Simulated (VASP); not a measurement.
Input of a VASP 6.6.1 run:

The input INCAR:

```
SYSTEM = Mo
ALGO = Normal
EDIFF = 1E-6
EDIFFG = -0.005
ENCUT = 600
GGA = PE
IBRION = 2
ISIF = 3
ISMEAR = -1
LASPH = .True.
LCHARG = .False.
LREAL = .False.
LWAVE = .False.
NELM = 80
NSW = 60
PREC = Accurate
PSTRESS = 2000.0
SIGMA = 0.05
```

KPOINTS

```
k-points
0
Gamma
  17 17 17
  0 0 0
```

The input POSCAR:

```
Mo
1.0
    2.2428177645      0.0000000000      0.0000000000
    0.0000000000      2.2428177645      0.0000000000
    0.0000000000      0.0000000000      2.2428177645
Mo
1
Direct
    0.0000000000      0.0000000000      0.0000000000
```

Potentials or basis: VASP PAW PBE potentials, release 64 (Mo_sv).

The run is started by

```console
$ cat potpaw_PBE.64/Mo_sv/POTCAR > POTCAR
$ mpirun -np 1 vasp_std > vasp.out
```

(1) Estimate the space group after relaxing (to 0.1 Å).

(2) Predict the relaxed cell.

Answers

(1) Pm-3m (No. 221).

(2) a = 2.254 Å, b = 2.254 Å, c = 2.254 Å, α = 90.00°, β = 90.00°, γ = 90.00°.
